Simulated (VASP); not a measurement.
A run of VASP 6.6.1:

File INCAR:

```
SYSTEM = GaN
PREC = Accurate ; ENCUT = 520
EDIFF = 1E-6 ; ISMEAR = -1
SIGMA = 0.05 ; LREAL = .False.
LASPH = .True. ; NELM = 80
ALGO = Normal ; ISIF = 2
LWAVE = .False. ; LCHARG = .False.
GGA = B5 ; ALDAX = 1.0
AGGAX = 1.0 ; AGGAC = 1.0
ALDAC = 0.0 ; IVDW = 12
VDW_S6 = 1.0 ; VDW_S8 = 2.6996
VDW_A1 = 0.4298 ; VDW_A2 = 4.2359
NBANDS = 16
```

KPOINTS

```
regular mesh
0
Gamma
  10 10 10
  0 0 0
```

POSCAR

```
GaN
1.0
    0.0000000000      2.2648500664      2.2648500664
    2.2648500664      0.0000000000      2.2648500664
    2.2648500664      2.2648500664      0.0000000000
Ga N
1 1
Direct
    0.0000000000      0.0000000000      0.0000000000
    0.2500000000      0.2500000000      0.2500000000
```

Potentials or basis: VASP PAW PBE potentials, release 64 (Ga_d, N).

Launch:

```console
$ cat potpaw_PBE.64/Ga_d/POTCAR potpaw_PBE.64/N/POTCAR > POTCAR
$ mpirun -np 1 vasp_std > vasp.out
```

Hardware: 1 thread of Intel(R) Xeon(R) Platinum 8488C (Sapphire Rapids), on a shared host.

**Question.** How long does it take, and how much memory?

**Answer.** It took 14 s on 1 thread of Intel(R) Xeon(R) Platinum 8488C (Sapphire Rapids) (shared host), peak memory 0.13 GiB. Counts: scf iterations 13, k points 47.
